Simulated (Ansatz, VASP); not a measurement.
## CsBr: VASP beside Ansatz

The input POSCAR:

```
CsBr
1.0
    4.3225248300      0.0000000000      0.0000000000
    0.0000000000      4.3225248300      0.0000000000
    0.0000000000      0.0000000000      4.3225248300
Cs Br
1 1
Direct
    0.0000000000      0.0000000000      0.0000000000
    0.5000000000      0.5000000000      0.5000000000
```

File INCAR.step1:

```
SYSTEM = CsBr
  ALGO = Normal
  EDIFF = 1E-5
  ENCUT = 400
  GGA = PE
  GGA_COMPAT = .FALSE.
  ISIF = 2
  ISMEAR = -1
  LASPH = .TRUE.
  LCHARG = .FALSE.
  LREAL = .FALSE.
  LWAVE = .TRUE.
  NBANDS = 15
  NELM = 120
  PREC = Accurate
  SIGMA = 0.02
```

INCAR.step2

```
SYSTEM = CsBr
  ALGO = Normal
  EDIFF = 1E-6
  ENCUT = 400
  GGA = PE
  GGA_COMPAT = .FALSE.
  HFSCREEN = 0.2079
  ISIF = 2
  ISMEAR = -1
  ISTART = 1
  LASPH = .TRUE.
  LCHARG = .FALSE.
  LHFCALC = .TRUE.
  LREAL = .FALSE.
  LWAVE = .FALSE.
  NBANDS = 15
  NELM = 120
  PREC = Accurate
  PRECFOCK = Normal
  SIGMA = 0.02
```

The input KPOINTS:

```
k-points
0
G
  6 6 6
  0 0 0
```

Input for Ansatz:

```yaml
crystal:
  lattice:
    - [4.32252483, 0.0, 0.0]
    - [0.0, 4.32252483, 0.0]
    - [0.0, 0.0, 4.32252483]
  atoms:
    - { symbol: Cs, position: [0.0, 0.0, 0.0] }
    - { symbol: Br, position: [0.5, 0.5, 0.5] }
  symmetry: { tolerance: 0.0003 }
hamiltonian:
  xc: hse06
  pseudopotentials: { kind: paw, azcp: { folder: soft_1 } }
basis:
  ecutwfc: 420
magnetization:
  spin_polarized: false
scf:
  occupations: { method: fermi_dirac, width: 0.02 }
kpoints:
  mp_grid: { grid: [6, 6, 6], shift: [0, 0, 0] }
  band_path:
    path:
      - [0.0, 0.0, 0.0]
      - [0.0, 0.5, 0.0]
      - [0.5, 0.5, 0.0]
      - [0.0, 0.0, 0.0]
      - [0.5, 0.5, 0.5]
      - [0.0, 0.5, 0.0]
      - [0.5, 0.5, 0.5]
      - [0.5, 0.5, 0.0]
    npoints: 1
output:
  forces: true
  stress: true
  eigenvalues: true
  bader: true
  populations: true
  elf: true
  write_potential: true
  write_density: true
  volumetric_format: npy
  dos:
    e_range: [-12, 8]
    de: 0.05
    projected: { site_lists: { Br: [Br], Cs: [Cs] } }
```

Alike in both runs: task single point; functional HSE06; k mesh 6 × 6 × 6; occupations fermi-dirac, width 0.02 eV; no spin polarisation.

|  | VASP | Ansatz |
| --- | --- | --- |
| version | VASP 6.6.1 | Ansatz 0.2.0 |
| potentials or method | VASP PAW PBE potentials, release 64 (Cs_sv, Br), cutoff 400 eV | PAW plane waves |
| valence electrons in the cell | 16 | 16 |

Ansatz gave:

| Quantity | Value |
| --- | --- |
| gap on the k mesh at the Fermi level (eV) | 5.60 |
| pressure (GPa) | 0.3 |

Estimate VASP's values.

gap on the k mesh at the Fermi level (eV): 5.59; pressure (GPa): 0.3.

With one functional, cell and mesh, what is left measures potentials, basis and numerics. Ansatz's warnings: stress exchange threshold loose, stress scf threshold loose.

Neither program's run includes spin-orbit coupling.
